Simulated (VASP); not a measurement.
# H22CO11 in VASP: a series of runs

Runs on H22CO11. Level: PBE+D3(BJ). Tasks: single point.

Program: VASP 6.6.1. These are calculated values, not measurements. Logs are shortened: lines on timing, memory, paths and dates and some standing lists are left out, and cuts for length are marked.

### 1 The cell of the first run

The cell holds a disordered packing, 34 atoms: a = 6.875 Å, b = 6.875 Å, c = 6.875 Å, α = 90.00°, β = 90.00°, γ = 90.00°.

### 2 Single point, PBE+D3(BJ)

INCAR

```
ALGO = Normal ; EDIFF = 1E-6
ENCUT = 520 ; GGA = PE
GGA_COMPAT = False ; ISIF = 2
ISMEAR = -1 ; IVDW = 12
LASPH = True ; LCHARG = False
LREAL = Auto ; LWAVE = False
NBANDS = 69 ; NELM = 120
PREC = Accurate ; SIGMA = 0.02
```

KPOINTS

```
k-points
0
Gamma
  1 1 1
```

POSCAR

```
H22CO11
1.0
    6.8746390000      0.0000000000      0.0000000000
    0.0000000000      6.8746390000      0.0000000000
    0.0000000000      0.0000000000      6.8746390000
O H C
11 22 1
Direct
    0.4815089200      0.6971275146      0.7110773380
    0.5290168691      0.1840096622      0.8716239500
    0.4631806848      0.9272341428      0.1472222760
    0.7551232872      0.1049946041      0.5612658352
    0.8810789919      0.7164158002      0.8168283455
    0.5670261377      0.5024554744      0.0858081421
    0.9365000839      0.6390008261      0.2117493006
    0.1622776120      0.5104122558      0.6031734903
    0.3223441987      0.2730616109      0.2961900981
    0.1279776291      0.9244267226      0.5374827682
   -0.0606868230      0.3150856358     -0.1005725537
    0.3601789127      0.6193925237      0.6608783385
    0.5914637845      0.7001676743      0.6231163556
    0.6031298516      0.1744818892      0.7516758335
    0.5773248603      0.2854404428      0.9636724197
    0.4760977267      0.7842011777      0.1201954023
    0.5011754072      1.0003579824      0.0341836131
    0.8504592023      0.2139312333      0.5488870034
    0.7305692706      0.0509554029      0.4301898616
    0.7809719172      0.8128426816      0.8465899082
    0.9590030837      0.7821065222      0.7114409935
    0.6957310777      0.5279840876      0.1360507803
    0.5620949696      0.5536290706     -0.0439295794
    0.9397438906      0.6639184981      0.0702582347
    1.0370580913      0.5334825581      0.2246227038
    0.0416749156      0.4585113487      0.6936364222
    0.1727945278      0.4112652315      0.5069211634
    0.4283715843      0.3524548707      0.2451765104
    0.3615462572      0.1413456037      0.2780218714
    0.2593590733      0.9711782684      0.5557237260
    0.1756455866      0.7917361188      0.5136560625
   -0.0111133108      0.0620105288      0.0253395124
    0.2013196620      0.2010141914     -0.1084129654
    0.0527445878      0.1810567799     -0.0664616717
```

Potentials or basis: VASP PAW PBE potentials, release 64 (O, H, C).

Command:

```console
cat potpaw_PBE.64/O/POTCAR potpaw_PBE.64/H/POTCAR potpaw_PBE.64/C/POTCAR > POTCAR
mpirun -np 1 vasp_gam > vasp.out
```

OUTCAR:

```text
EDIFF = 1E-6
   ENCUT = 520
   GGA = PE
   ISIF = 2
   ISMEAR = -1
   IVDW = 12
   LASPH = True
   LREAL = Auto
   NELM = 120
   PREC = Accurate
 IVDW          = 12

 ion  position               nearest neighbor table
   1  0.482  0.697  0.711-  13 0.97  12 1.05
   2  0.529  0.184  0.872-  14 0.97  15 1.00
   3  0.463  0.927  0.147-  17 0.96  16 1.00
   4  0.755  0.105  0.561-  19 0.99  18 1.00
   5  0.881  0.716  0.817-  20 0.98  21 1.01
   6  0.567  0.502  0.086-  23 0.96  22 0.97
   7  0.937  0.639  0.212-  24 0.99  25 1.01
   8  0.162  0.510  0.603-  27 0.95  26 1.10
   9  0.322  0.273  0.296-  29 0.95  28 0.98
  10  0.128  0.924  0.537-  30 0.97  31 0.98
  11  0.939  0.315  0.899-  34 1.23
  12  0.360  0.619  0.661-   1 1.05
  13  0.591  0.700  0.623-   1 0.97
  14  0.603  0.174  0.752-   2 0.97
  15  0.577  0.285  0.964-   2 1.00
  16  0.476  0.784  0.120-   3 1.00
[... 15 lines left out ...]
  32  0.989  0.062  0.025-  34 1.12
  33  0.201  0.201  0.892-  34 1.07
  34  0.053  0.181  0.934-  33 1.07  32 1.12  11 1.23

  LATTYP: Found a simple cubic cell.
 ALAT       =     6.8746390000

  Lattice vectors:

 A1 = (   6.8746390000,   0.0000000000,   0.0000000000)
 A2 = (   0.0000000000,   6.8746390000,   0.0000000000)
 A3 = (   0.0000000000,   0.0000000000,   6.8746390000)

Analysis of symmetry for initial positions (statically):
=====================================================================
 Subroutine PRICEL returns:
 Original cell was already a primitive cell.

 Routine SETGRP: Setting up the symmetry group for a
 simple cubic supercell.

 Subroutine GETGRP returns: Found  1 space group operations
 (whereof  1 operations were pure point group operations)
 out of a pool of 48 trial point group operations.

The static configuration has the point symmetry C_1 .

Analysis of symmetry for dynamics (positions and initial velocities):
=====================================================================
 Subroutine PRICEL returns:
 Original cell was already a primitive cell.

 Routine SETGRP: Setting up the symmetry group for a
 simple cubic supercell.

 Subroutine GETGRP returns: Found  1 space group operations
 (whereof  1 operations were pure point group operations)
 out of a pool of 48 trial point group operations.

The dynamic configuration has the point symmetry C_1 .

 Subroutine INISYM returns: Found  1 space group operations
[... 140 lines left out ...]
   NSW    =      0    number of steps for IOM
   IBRION =     -1    ionic relax: 0-MD 1-quasi-New 2-CG
   NFREE  =      0    steps in history (QN), initial steepest desc. (CG)
   ISIF   =      2    stress and relaxation
   ISYM   =      2    0-nonsym 1-usesym 2-fastsym
   POTIM  = 0.5000    time-step for ionic-motion
   TEBEG  =    0.0;   TEEND  =   0.0 temperature during run
   PSTRESS=    0.0 pullay stress
   NELECT =      92.0000    total number of electrons
   NUPDOWN=      -1.0000    fix difference up-down
   EMIN   =  10.00;   EMAX   =-10.00  energy-range for DOS
   EFERMI =   0.00;   METHOD = LEGACY
   ISMEAR =    -1;   SIGMA  =   0.02  broadening in eV -4-tet -1-fermi 0-gaus
   EFERMI_NEDOS =   21; number of points for ismear=-14 and -15
   IALGO  =     38    algorithm
   IMIX   =      4    mixing-type and parameters
     AMIX     =   0.40;   BMIX     =  1.00
     AMIX_MAG =   1.60;   BMIX_MAG =  1.00
  volume/ion in A,a.u.               =       9.56        64.49
  Fermi-wavevector in a.u.,A,eV,Ry     =   1.075031  2.031513 15.724131  1.155691
  Thomas-Fermi vector in A             =   2.210876
   LORBIT       =      0    0 simple, 1 ext, 2 COOP (PROOUT), +10 PAW based schemes
   GGA     = PE    functional components
   LHFCALC =     F    Hartree Fock is set to
   AEXX    =    0.0000 exact exchange contribution
   IVDW    =    12    specifies the selected vdW correction
   LEPSILON=     F    determine dielectric tensor
   LRPA    =     F    only Hartree local field effects (RPA)
 non-spin polarized calculation
  energy-cutoff  :      520.00
  volume of cell :      324.90
 maximum number of plane-waves:      4367
 NGX is ok and might be reduce to    50
   NGX = 25   NGY = 25   NGZ = 25

 number of electron      92.0000024 magnetization

 Free energy of the ion-electron system (eV)
  ---------------------------------------------------
  ext. energy  EPLUGINS =         0.00000000
  ---------------------------------------------------
  free energy    TOTEN  =      -166.98909113 eV

  energy without entropy =     -166.98909113  energy(sigma->0) =     -166.98909113

 E-fermi :  -2.4545     XC(G=0):  -7.1368

 val. band max:       -3.0046271606   @ k =   0.0000   0.0000   0.0000
 cond. band min:       0.7353223915   @ k =   0.0000   0.0000   0.0000
 fundamental gap:      3.7399495521
 Fermi energy:        -2.4545029755

 k-point     1 :       0.0000    0.0000    0.0000
  band No.  band energies     occupation
      1     -23.3389      2.00000
      2     -22.6810      2.00000
      3     -22.1409      2.00000
      4     -22.0291      2.00000
      5     -21.8116      2.00000
      6     -21.7266      2.00000
[... 50 lines left out ...]
     57       6.1815      0.00000
     58       6.3766      0.00000
 [bands above 58 left out]

------------------------ aborting loop because EDIFF is reached ----------------------------------------

 Edisp (eV)   -1.29580

 E8    (eV) :    -0.2716

  FORCE on cell =-STRESS in cart. coord.  units (eV):
  Direction    XX          YY          ZZ          XY          YZ          ZX
  --------------------------------------------------------------------------------------
  -------------------------------------------------------------------------------------
  Total      -0.93022     1.33685     0.09404    -1.84490     0.69448     0.25509
  in kB      -4.58717     6.59241     0.46376    -9.09774     3.42466     1.25790
  external pressure =        0.82 kB  Pullay stress =        0.00 kB

 VOLUME and BASIS-vectors are now :
 -----------------------------------------------------------------------------
  energy-cutoff  :      520.00
  volume of cell :      324.90
      direct lattice vectors                 reciprocal lattice vectors
     6.874639000  0.000000000  0.000000000     0.145462184  0.000000000  0.000000000
     0.000000000  6.874639000  0.000000000     0.000000000  0.145462184  0.000000000
     0.000000000  0.000000000  6.874639000     0.000000000  0.000000000  0.145462184

 POSITION                                       TOTAL-FORCE (eV/Angst)
 -----------------------------------------------------------------------------------
      3.31020      4.79250      4.88840        -1.330357     -0.488292      0.270041
      3.63680      1.26500      5.99210        -0.752631     -0.101545      0.957420
      3.18420      6.37440      1.01210        -0.128357     -1.962598      1.563999
      5.19120      0.72180      3.85850         0.327292      0.705227     -0.585133
      6.05710      4.92510      5.61540         0.267461      0.859283     -0.591912
      3.89810      3.45420      0.58990        -0.658268     -0.318367      1.010749
[... 26 lines left out ...]
      1.38400      1.38190      6.12934         1.329276     -0.700121     -0.305400
      0.36260      1.24470      6.41774        -1.596537      0.378110      1.211665
 -----------------------------------------------------------------------------------
    total drift:                                0.008188      0.001324     -0.004006

  FREE ENERGIE OF THE ION-ELECTRON SYSTEM (eV)
  ---------------------------------------------------
  free  energy   TOTEN  =      -168.2848904785 eV

  energy  without entropy=     -168.2848904785  energy(sigma->0) =     -168.28489048
```

OSZICAR:

```text
N       E                     dE             d eps       ncg     rms          rms(c)
DAV:   1     0.772294861494E+03    0.77229E+03   -0.51052E+04   138   0.125E+03
DAV:   2    -0.100950472062E+03   -0.87325E+03   -0.83775E+03   180   0.309E+02
DAV:   3    -0.182264329359E+03   -0.81314E+02   -0.80654E+02   172   0.101E+02
DAV:   4    -0.183544104135E+03   -0.12798E+01   -0.12768E+01   172   0.141E+01
DAV:   5    -0.183563202873E+03   -0.19099E-01   -0.19085E-01   180   0.167E+00    0.251E+01
DAV:   6    -0.167653759966E+03    0.15909E+02   -0.49745E+01   164   0.267E+01    0.995E+00
DAV:   7    -0.167215645475E+03    0.43811E+00   -0.19874E+00   164   0.542E+00    0.616E+00
DAV:   8    -0.166987597937E+03    0.22805E+00   -0.61716E-01   172   0.366E+00    0.874E-01
DAV:   9    -0.166982874081E+03    0.47239E-02   -0.56647E-02   172   0.112E+00    0.426E-01
DAV:  10    -0.166988278209E+03   -0.54041E-02   -0.28972E-02   156   0.703E-01    0.250E-01
DAV:  11    -0.166988470819E+03   -0.19261E-03   -0.36079E-03   164   0.309E-01    0.104E-01
DAV:  12    -0.166989033372E+03   -0.56255E-03   -0.14036E-03   148   0.197E-01    0.422E-02
DAV:  13    -0.166989083731E+03   -0.50359E-04   -0.17944E-04   164   0.648E-02    0.169E-02
DAV:  14    -0.166989089300E+03   -0.55685E-05   -0.33482E-05   156   0.256E-02    0.979E-03
DAV:  15    -0.166989090881E+03   -0.15812E-05   -0.44476E-06   172   0.140E-02    0.480E-03
DAV:  16    -0.166989091127E+03   -0.24606E-06   -0.45652E-06   140   0.110E-02
   1 F= -.16828489E+03 E0= -.16828489E+03  d E =-.129176E-11
```

stdout:

```text
POSCAR found type information on POSCAR O H C
 POSCAR found :  3 types and      34 ions
 scaLAPACK will be used
 LDA part: xc-table for (Slater+PW92), standard interpolation
 POSCAR, INCAR and KPOINTS ok, starting setup
 FFT: planning ... GRIDC
 FFT: planning ... GRID_SOFT
 FFT: planning ... GRID
 WAVECAR not read
 entering main loop
```

It took 43 s on 1 thread of Intel Xeon Platinum 8375C at 2.90GHz (Ice Lake), shared host; peak memory 0.35 GiB.

What came out:

* Free energy: -168.2849 eV
* Pressure: 0.1 GPa
* Largest force: 3.730 eV/Å
* Band gap on the k mesh: 3.74 eV
* Dispersion energy per atom: -0.038 eV

Forces on the atoms (eV/Å):
```
O   -1.330 -0.488  0.270
O   -0.753 -0.102  0.957
O   -0.128 -1.963  1.564
O    0.327  0.705 -0.585
O    0.267  0.859 -0.592
O   -0.658 -0.318  1.011
O    0.757 -1.305 -0.055
O   -2.897 -0.339  2.325
O   -0.884  1.393  0.637
O    0.632 -0.715 -0.147
O   -0.263  0.300 -0.761
H    1.666  0.533  0.373
H   -0.218 -0.414 -0.309
H    0.520  0.102 -0.258
H    0.035 -0.321 -0.927
H   -0.146  1.306  0.213
H    0.254  0.584 -1.501
H   -0.767 -1.178 -0.191
H    0.234  0.396  0.527
H   -0.016 -0.018 -0.151
H   -0.236 -0.157  0.815
H    1.128  0.352  0.414
H   -0.196  0.599 -1.439
H    0.171  0.204 -0.156
H   -0.879  0.977  0.015
H    2.436  1.201 -1.000
H    0.816 -1.068 -1.173
H   -0.046  0.226 -0.242
H    0.244 -1.543 -0.326
H    0.340  1.113  0.483
H   -1.034 -0.415 -0.315
H    0.892 -0.187 -0.377
H    1.329 -0.700 -0.305
C   -1.597  0.378  1.212
```

Stress tensor (GPa, compression positive):
```
-0.46 -0.91  0.13
-0.91  0.66  0.34
 0.13  0.34  0.05
```

Caveat: the k points lie up to 0.91 Å⁻¹ apart.

[end of part 1 of 2]
